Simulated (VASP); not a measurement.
# Cu (Fm-3m) in VASP: single point with PBE

Aim: the single point of Cu with PBE.

All numbers are computed with VASP 6.6.1; they aren't measurements. Logs are shortened: lines on timing, memory, paths and dates and some standing lists are left out, and cuts for length are marked.

## (1) The cell of the first run

The structure is cubic, space group Fm-3m (No. 225). Conventional cell: a = 3.629 Å, b = 3.629 Å, c = 3.629 Å, α = 90.00°, β = 90.00°, γ = 90.00°. Within 3.4 Å of Cu (site symmetry m-3m) lie 12 Cu at 2.57 Å.

## (2) Single point, PBE

Input file INCAR:

```
PREC = Accurate
ENCUT = 520
EDIFF = 1E-6
ISMEAR = 0
SIGMA = 0.1
LREAL = False
LASPH = True
NELM = 100
ALGO = Normal
ISIF = 2
LWAVE = False
LCHARG = True
GGA = PE
LELF = True
LVHAR = True
NBANDS = 12
```

Input file KPOINTS:

```
regular mesh
0
Gamma
  16 16 16
```

Input file POSCAR:

```
Cu
1.0
    0.0000000000      1.8147129764      1.8147129764
    1.8147129764      0.0000000000      1.8147129764
    1.8147129764      1.8147129764      0.0000000000
Cu
1
Direct
    0.0000000000      0.0000000000      0.0000000000
```

Potentials or basis: VASP PAW PBE potentials, release 64 (Cu).

Run with:

```
cat potpaw_PBE.64/Cu/POTCAR > POTCAR
mpirun -np 1 vasp_std > vasp.out
```

OUTCAR:

```text
PREC = Accurate
   ENCUT = 520
   EDIFF = 1E-6
   ISMEAR = 0
   LREAL = False
   LASPH = True
   NELM = 100
   ISIF = 2
   GGA = PE

 ion  position               nearest neighbor table
   1  0.000  0.000  0.000-

  LATTYP: Found a face centered cubic cell.
 ALAT       =     3.6294259528

  Lattice vectors:

 A1 = (   0.0000000000,   1.8147129764,   1.8147129764)
 A2 = (   1.8147129764,   0.0000000000,   1.8147129764)
 A3 = (   1.8147129764,   1.8147129764,   0.0000000000)

Analysis of symmetry for initial positions (statically):
=====================================================================
 Subroutine PRICEL returns:
 Original cell was already a primitive cell.

 Routine SETGRP: Setting up the symmetry group for a
 face centered cubic supercell.

 Subroutine GETGRP returns: Found 48 space group operations
 (whereof 48 operations were pure point group operations)
 out of a pool of 48 trial point group operations.

The static configuration has the point symmetry O_h .

Analysis of symmetry for dynamics (positions and initial velocities):
=====================================================================
 Subroutine PRICEL returns:
 Original cell was already a primitive cell.

 Routine SETGRP: Setting up the symmetry group for a
 face centered cubic supercell.

 Subroutine GETGRP returns: Found 48 space group operations
 (whereof 48 operations were pure point group operations)
 out of a pool of 48 trial point group operations.

The dynamic configuration has the point symmetry O_h .

 Subroutine INISYM returns: Found 48 space group operations
 (whereof 48 operations are pure point group operations),
 and found     1 'primitive' translations

----------------------------------------------------------------------------------------

                                     Primitive cell

  volume of cell :      11.9524

  direct lattice vectors                    reciprocal lattice vectors
     0.000000000  1.814712976  1.814712976    -0.275525665  0.275525665  0.275525665
     1.814712976  0.000000000  1.814712976     0.275525665 -0.275525665  0.275525665
     1.814712976  1.814712976  0.000000000     0.275525665  0.275525665 -0.275525665

  length of vectors
     2.566391703  2.566391703  2.566391703     0.477224451  0.477224451  0.477224451

  position of ions in fractional coordinates (direct lattice)
     0.000000000  0.000000000  0.000000000

  ion indices of the primitive-cell ions
   primitive index   ion index
                 1           1

----------------------------------------------------------------------------------------

 KPOINTS: regular mesh

Automatic generation of k-mesh.
 Grid dimensions read from file:
 generate k-points for:   16   16   16

 Generating k-lattice:

  Cartesian coordinates                     Fractional coordinates (reciprocal lattice)
    -0.017220354  0.017220354  0.017220354     0.062500000  0.000000000  0.000000000
     0.017220354 -0.017220354  0.017220354     0.000000000  0.062500000  0.000000000
     0.017220354  0.017220354 -0.017220354     0.000000000  0.000000000  0.062500000

  Length of vectors
     0.029826528  0.029826528  0.029826528

  Shift w.r.t. Gamma in fractional coordinates (k-lattice)
     0.000000000  0.000000000  0.000000000

 Subroutine IBZKPT returns following result:
 ===========================================

 Found    145 irreducible k-points:

 Following reciprocal coordinates:
            Coordinates               Weight
  0.000000  0.000000  0.000000      1.000000
  0.062500  0.000000  0.000000      8.000000
  0.125000  0.000000  0.000000      8.000000
  0.187500  0.000000  0.000000      8.000000
  0.250000  0.000000  0.000000      8.000000
  0.312500  0.000000  0.000000      8.000000
[... 16 lines left out ...]
 -0.125000  0.062500  0.000000     24.000000
 -0.062500  0.062500  0.000000     12.000000
 [... further k-points ...]
   k-points           NKPTS =    145   k-points in BZ     NKDIM =    145   number of bands    NBANDS=     12
   number of dos      NEDOS =    301   number of ions     NIONS =      1
   total plane-waves  NPLWV =   8000
   dimension x,y,z NGX =    20 NGY =   20 NGZ =   20
   dimension x,y,z NGXF=    40 NGYF=   40 NGZF=   40
   ions per type =               1
   NGX,Y,Z   is equivalent  to a cutoff of  12.96, 12.96, 12.96 a.u.
   NGXF,Y,Z  is equivalent  to a cutoff of  25.91, 25.91, 25.91 a.u.
 SYSTEM =  unknown system
   PREC   = accura    normal or accurate (medium, high low for compatibility)
   ISTART =      0    job   : 0-new  1-cont  2-samecut
   ICHARG =      2    charge: 1-file 2-atom 10-const
   ISPIN  =      1    spin polarized calculation?
   LNONCOLLINEAR =      F non collinear calculations
   LSORBIT =      F    spin-orbit coupling
   LASPH  =      T    aspherical Exc in radial PAW
   ENCUT  =  520.0 eV  38.22 Ry    6.18 a.u.   4.77  4.77  4.77*2*pi/ulx,y,z
   NELM   =    100;   NELMIN=  2; NELMDL= -5     # of ELM steps
   EDIFF  = 0.1E-05   stopping-criterion for ELM
   LREAL  =      F    real-space projection
   EDIFFG = 0.1E-04   stopping-criterion for IOM
   NSW    =      0    number of steps for IOM
   IBRION =     -1    ionic relax: 0-MD 1-quasi-New 2-CG
   NFREE  =      0    steps in history (QN), initial steepest desc. (CG)
   ISIF   =      2    stress and relaxation
   ISYM   =      2    0-nonsym 1-usesym 2-fastsym
   POTIM  = 0.5000    time-step for ionic-motion
   TEBEG  =    0.0;   TEEND  =   0.0 temperature during run
   PSTRESS=    0.0 pullay stress
   NELECT =      11.0000    total number of electrons
   NUPDOWN=      -1.0000    fix difference up-down
   EMIN   =  10.00;   EMAX   =-10.00  energy-range for DOS
   EFERMI =   0.00;   METHOD = LEGACY
   ISMEAR =     0;   SIGMA  =   0.10  broadening in eV -4-tet -1-fermi 0-gaus
   EFERMI_NEDOS =   21; number of points for ismear=-14 and -15
   IALGO  =     38    algorithm
   IMIX   =      4    mixing-type and parameters
     AMIX     =   0.40;   BMIX     =  1.00
     AMIX_MAG =   1.60;   BMIX_MAG =  1.00
  volume/ion in A,a.u.               =      11.95        80.66
  Fermi-wavevector in a.u.,A,eV,Ry     =   1.592408  3.009215 34.501169  2.535764
  Thomas-Fermi vector in A             =   2.690798
   LORBIT       =      0    0 simple, 1 ext, 2 COOP (PROOUT), +10 PAW based schemes
   GGA     = PE    functional components
   LHFCALC =     F    Hartree Fock is set to
   AEXX    =    0.0000 exact exchange contribution
   IVDW    =     0    specifies the selected vdW correction
   LEPSILON=     F    determine dielectric tensor
   LRPA    =     F    only Hartree local field effects (RPA)
 non-spin polarized calculation
 Gauss-broadening in eV      SIGMA  =   0.10
  energy-cutoff  :      520.00
  volume of cell :       11.95
 maximum number of plane-waves:       332
   NGX =  9   NGY =  9   NGZ =  9

 number of electron      10.9999997 magnetization

 Free energy of the ion-electron system (eV)
  ---------------------------------------------------
  ext. energy  EPLUGINS =         0.00000000
  ---------------------------------------------------
  free energy    TOTEN  =        -3.72882872 eV

  energy without entropy =       -3.72719085  energy(sigma->0) =       -3.72800979

 E-fermi :   7.3974     XC(G=0): -12.6562

 val. band max:        7.3925680232   @ k =   0.5000   0.1875   0.0625
 cond. band min:       7.4432865622   @ k =   0.5000   0.3125   0.1250
 fundamental gap:      0.0507185390
 Fermi energy:         7.3973604772

 k-point     1 :       0.0000    0.0000    0.0000
  band No.  band energies     occupation
      1      -1.8220      2.00000
      2       4.4503      2.00000
      3       4.4503      2.00000
      4       4.4503      2.00000
      5       5.2572      2.00000
      6       5.2572      2.00000
      7      29.9368      0.00000
      8      32.4886      0.00000
      9      32.4886      0.00000
     10      32.4886      0.00000
     11      34.9719      0.00000
     12      34.9719      0.00000

 k-point     2 :       0.0625    0.0000    0.0000
  band No.  band energies     occupation
      1      -1.6809      2.00000
      2       4.4208      2.00000
      3       4.4767      2.00000
      4       4.4767      2.00000
      5       5.2469      2.00000
      6       5.2469      2.00000
      7      29.0458      0.00000
      8      31.0179      0.00000
      9      32.0455      0.00000
     10      32.0455      0.00000
     11      35.6162      0.00000
     12      35.6162      0.00000

 k-point     3 :       0.1250    0.0000    0.0000
  band No.  band energies     occupation
      1      -1.2636      2.00000
      2       4.3430      2.00000
      3       4.5420      2.00000
      4       4.5420      2.00000
      5       5.2289      2.00000
      6       5.2289      2.00000
      7      26.1163      0.00000
      8      30.5351      0.00000
      9      31.2895      0.00000
     10      31.2895      0.00000
     11      36.8761      0.00000
     12      36.8774      0.00000

 k-point     4 :       0.1875    0.0000    0.0000
  band No.  band energies     occupation
      1      -0.5914      2.00000
      2       4.2495      2.00000
      3       4.6016      2.00000
      4       4.6016      2.00000
      5       5.2446      2.00000
      6       5.2446      2.00000
      7      22.8932      0.00000
      8      30.2331      0.00000
      9      30.6087      0.00000
     10      30.6087      0.00000
     11      36.8054      0.00000
     12      37.1457      0.00000

 k-point     5 :       0.2500    0.0000    0.0000
  band No.  band energies     occupation
      1       0.2838      2.00000
      2       4.2034      2.00000
      3       4.6034      2.00000
      4       4.6034      2.00000
      5       5.3388      2.00000
      6       5.3388      2.00000
      7      19.7852      0.00000
      8      29.8022      0.00000
      9      30.0763      0.00000
     10      30.0763      0.00000
     11      35.7341      0.00000
     12      35.7341      0.00000
[... 228 lines left out ...]
      1       0.7123      2.00000
      2       4.1625      2.00000
      3       4.5783      2.00000
      4       4.6312      2.00000
      5       5.2661      2.00000
      6       5.5559      2.00000
      7      18.8912      0.00000
      8      26.7265      0.00000
      9      30.7037      0.00000
     10      31.8979      0.00000
     11      33.7427      0.00000
     12      34.9957      0.00000

 k-point    22 :      -0.1875    0.0625    0.0000
  band No.  band energies     occupation
      1      -0.2013      2.00000
      2       4.1827      2.00000
      3       4.6155      2.00000
      4       4.6515      2.00000
      5       5.1489      2.00000
      6       5.3934      2.00000
      7      21.9379      0.00000
      8      27.1493      0.00000
      9      31.4078      0.00000
     10      32.4860      0.00000
     11      35.0655      0.00000
     12      35.2336      0.00000

 k-point    23 :      -0.1250    0.0625    0.0000
  band No.  band energies     occupation
      1      -0.9448      2.00000
      2       4.2742      2.00000
      3       4.5917      2.00000
      4       4.5925      2.00000
      5       5.1436      2.00000
      6       5.3042      2.00000
      7      25.1246      0.00000
      8      27.7868      0.00000
      9      31.7192      0.00000
     10      32.9725      0.00000
     11      35.3385      0.00000
     12      36.0109      0.00000

 k-point    24 :      -0.0625    0.0625    0.0000
  band No.  band energies     occupation
      1      -1.4477      2.00000
      2       4.3666      2.00000
      3       4.5149      2.00000
      4       4.5281      2.00000
      5       5.1956      2.00000
      6       5.2704      2.00000
      7      27.9499      0.00000
      8      29.0064      0.00000
      9      31.6030      0.00000
     10      33.0194      0.00000
     11      35.1643      0.00000
     12      35.8330      0.00000

 [... further k-points ...]

------------------------ aborting loop because EDIFF is reached ----------------------------------------

  FORCE on cell =-STRESS in cart. coord.  units (eV):
  Direction    XX          YY          ZZ          XY          YZ          ZX
  --------------------------------------------------------------------------------------
  -------------------------------------------------------------------------------------
  Total        0.0484451      0.0484451      0.0484451     -0.0000000      0.0000000     -0.0000000
  in kB        6.4939112      6.4939112      6.4939112     -0.0000000      0.0000000     -0.0000000
  external PRESSURE =       6.4939112 kB  Pullay stress =       0.0000000 kB

 VOLUME and BASIS-vectors are now :
 -----------------------------------------------------------------------------
  energy-cutoff  :      520.00
  volume of cell :       11.95
      direct lattice vectors                 reciprocal lattice vectors
     0.000000000  1.814712976  1.814712976    -0.275525665  0.275525665  0.275525665
     1.814712976  0.000000000  1.814712976     0.275525665 -0.275525665  0.275525665
     1.814712976  1.814712976  0.000000000     0.275525665  0.275525665 -0.275525665

 POSITION                                       TOTAL-FORCE (eV/Angst)
 -----------------------------------------------------------------------------------
      0.00000      0.00000      0.00000         0.000000     -0.000000      0.000000
 -----------------------------------------------------------------------------------
    total drift:                                0.000000      0.000000      0.000000

  FREE ENERGIE OF THE ION-ELECTRON SYSTEM (eV)
  ---------------------------------------------------
  free  energy   TOTEN  =        -3.7288287237 eV

  energy  without entropy=       -3.7271908523  energy(sigma->0) =       -3.72800979
```

Run time: 36 s. Hardware: 1 thread of Intel Xeon 8259CL, shared host; peak memory 0.14 GiB.

What came out:

| Item | Value |
| --- | --- |
| Free energy | -3.7288 eV |
| Pressure | 0.6 GPa |

Levels at points of the mesh, in eV from the Fermi level:
| k point | band 2 | band 3 | band 4 | band 5 | band 6 | band 7 | band 8 | band 9 | band 10 | band 11 |
| --- | --- | --- | --- | --- | --- | --- | --- | --- | --- | --- |
| (0.00, 0.00, 0.00) | -2.95 | -2.95 | -2.95 | -2.14 | -2.14 | 22.54 | 25.09 | 25.09 | 25.09 | 27.57 |
| (0.50, 0.00, 0.00) | -2.98 | -2.98 | -1.58 | -1.58 | -0.93 | 3.74 | 21.04 | 21.93 | 21.93 | 24.95 |
| (0.50, 0.50, 0.00) | -4.31 | -1.60 | -1.44 | -1.44 | 1.55 | 7.07 | 13.03 | 13.03 | 17.49 | 20.10 |
